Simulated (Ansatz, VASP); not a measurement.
## AlNi3: VASP beside Ansatz

```
Al Ni
1.0
     0.00918    2.80870    2.80147
     2.80352    0.00613    2.80452
     2.81058    2.81882   -0.00094
Al Ni
1 3
Cartesian
  2.6902 2.8142 2.7841
  1.2622 1.3255 1.2546
  -0.0204 0.2328 0.0420
  4.2806 4.4350 4.1856
```

Change from the starting cell: kmesh displaced: [2, 2, 2] Gamma-centred.

Alike in both runs: task single point; functional PBE; k mesh 2 × 2 × 2; occupations gaussian, width 0.1 eV; no spin polarisation.

|  | VASP | Ansatz |
| --- | --- | --- |
| version | VASP 6.6.1 | Ansatz 0.2.0 |
| potentials or method | VASP PAW PBE potentials, release 64 (Al, Ni_sv_GW), cutoff 690 eV | scalar-relativistic, plane waves, PAW |
| valence electrons in the cell | 57 | 57 |

Ansatz gave:

- gap on the k mesh at the Fermi level (eV): none
- pressure (GPa): 16.0
- traceless stress, the component that is largest in VASP (GPa): 3.18
- rms of the force components (eV/Å): 1.477

Q: Estimate VASP's values.

A: gap on the k mesh at the Fermi level (eV): none; pressure (GPa): 15.0; traceless stress, the component that is largest in VASP (GPa): 3.20; rms of the force components (eV/Å): 1.484.

Atom by atom the forces differ by 0.008 eV/Å (rms over components). A gap of «none» marks a metal or a gap that the smearing closes.

The k mesh is coarse, so the values compare programs but aren't converged.
